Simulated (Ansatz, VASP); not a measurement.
**TePb in VASP and in Ansatz**

Contents of POSCAR:

```
TePb
1.0
    0.0000000000      3.1997457038      3.1997457038
    3.1997457038      0.0000000000      3.1997457038
    3.1997457038      3.1997457038      0.0000000000
Pb Te
1 1
Direct
    0.0000000000      0.0000000000      0.0000000000
    0.5000000000      0.5000000000      0.5000000000
```

File INCAR.step1:

```
PREC     = Accurate       # precision mode
ENCUT    = 520            # plane-wave cutoff, eV
ISMEAR   = -1             # smearing method
SIGMA    = 0.08           # smearing width, eV
LREAL    = F              # projectors in reciprocal space
LASPH    = T              # aspherical terms in the spheres
NELM     = 80             # most SCF steps
NBANDS   = 17             # bands
GGA      = PE             # functional
ALGO     = Normal         # electronic algorithm
EDIFF    = 1E-4           # SCF threshold, eV
LWAVE    = T              # write WAVECAR
LCHARG   = F              # write CHGCAR
```

INCAR.step2

```
PREC     = Accurate       # precision mode
ENCUT    = 520            # plane-wave cutoff, eV
EDIFF    = 1E-7           # SCF threshold, eV
ISMEAR   = -1             # smearing method
SIGMA    = 0.08           # smearing width, eV
LREAL    = F              # projectors in reciprocal space
LASPH    = T              # aspherical terms in the spheres
NELM     = 80             # most SCF steps
ALGO     = Normal         # electronic algorithm
ISIF     = 2              # what is computed and relaxed
LWAVE    = F              # write WAVECAR
LCHARG   = F              # write CHGCAR
METAGGA  = R2SCAN         # meta-GGA
LMIXTAU  = T            
NBANDS   = 17             # bands
ISTART   = 1
```

Contents of KPOINTS:

```
Automatic mesh
0
Gamma
  12 12 12
```

Input for Ansatz:

```yaml
crystal:
  lattice:
    - [0.0, 3.1997457038, 3.1997457038]
    - [3.1997457038, 0.0, 3.1997457038]
    - [3.1997457038, 3.1997457038, 0.0]
  atoms:
    - { symbol: Pb, position: [0.0, 0.0, 0.0] }
    - { symbol: Te, position: [0.5, 0.5, 0.5] }
kpoints:
  mp_grid: { grid: [12, 12, 12] }
scf:
  occupations: { method: fermi_dirac, width: 0.08 }
hamiltonian:
  xc: r2scan
  pseudopotentials: { kind: paw }
output:
  forces: true
  stress: true
  eigenvalues: true
  populations: true
```

Change from the starting cell: volume scaled by 0.94, PAW files.

Alike in both runs: task single point; functional r2SCAN; k mesh 12 × 12 × 12; occupations fermi-dirac, width 0.08 eV; no spin polarisation.

```csv
,VASP,Ansatz
version,VASP 6.6.1,Ansatz 0.2.0
potentials or method,"VASP PAW PBE potentials, release 64 (Pb_d, Te)","PAW with Ansatz's default frozen-core files, scalar-relativistic"
plane-wave cutoff (eV),520,500
valence electrons in the cell,20,30
```

```tsv
	VASP	Ansatz	Ansatz less VASP
pressure (GPa)	3.0	3.0	0.00
```

VASP's potentials were made for PBE, not for r2SCAN. With one functional, cell and mesh, what is left measures potentials, basis and numerics. VASP's potentials hold 20 valence electrons a cell and Ansatz's 30, so a difference there can come from the potentials and not from the codes.

Neither program's run includes spin-orbit coupling.
